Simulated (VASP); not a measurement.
Input of a VASP 6.6.1 run:

The input INCAR:

```
SYSTEM = W
ALGO = Normal
EDIFF = 1E-6
ENCUT = 520
GGA = CA
ISIF = 2
ISMEAR = -1
LASPH = .True.
LCHARG = .True.
LELF = .True.
LREAL = .False.
LVHAR = .True.
LWAVE = .False.
NBANDS = 13
NELM = 60
PREC = Accurate
SIGMA = 0.1
```

File KPOINTS:

```
k-points
0
Gamma
  24 24 24
  0 0 0
```

File POSCAR:

```
W
1.0
   -1.5462807378      1.5462807378      1.5462807378
    1.5462807378     -1.5462807378      1.5462807378
    1.5462807378      1.5462807378     -1.5462807378
W
1
Direct
    0.0000000000      0.0000000000      0.0000000000
```

Potentials or basis: VASP PAW LDA potentials, release 64 (W_sv).

Command:

```bash
$ cat potpaw_LDA.64/W_sv/POTCAR > POTCAR
$ mpirun -np 1 vasp_std > vasp.out
```

(1) What does it give for the band gap on the k mesh?

(2) Estimate the pressure.

## Answers

(1) zero (band 7 reaches 18.03 eV, above the bottom of band 8 at 10.98 eV).

(2) 17.4 GPa.

Caveat: spin-orbit coupling is left out, which moves the levels of the heavy elements.
